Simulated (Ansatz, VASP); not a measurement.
Ir: VASP beside Ansatz

```
Ir
1.0
     0.00000    1.71034    2.41843
     1.71034    0.00000    2.41843
     1.71034    1.71034    0.00000
Ir
1
Direct
  0.00000 0.00000 0.00000
```

Alike in both runs: task single point; functional LDA; k mesh 8 × 8 × 8; occupations gaussian, width 0.15 eV; no spin polarisation.

|  | VASP | Ansatz |
| --- | --- | --- |
| version | VASP 6.6.1 | Ansatz 0.2.0 |
| potentials or method | VASP PAW LDA potentials, release 64 (Ir), cutoff 520 eV | scalar-relativistic, plane waves, PAW |
| valence electrons in the cell | 9 | 17 |

```tsv
	VASP	Ansatz	Ansatz less VASP
gap on the k mesh at the Fermi level (eV)	none	none	-
pressure (GPa)	26.6	24.3	-2.33
traceless stress, the component that is largest in VASP (GPa)	-62.40	-61.90	+0.506
```

LDA's correlation is that of Perdew and Zunger in VASP and of Perdew and Wang (1992) in Ansatz. A gap of «none» marks a metal or a gap that the smearing closes. VASP's potentials hold 9 valence electrons a cell and Ansatz's 17, so a difference there can come from the potentials and not from the codes.

The k mesh is coarse, so the values compare programs but aren't converged. Neither program's run includes spin-orbit coupling.
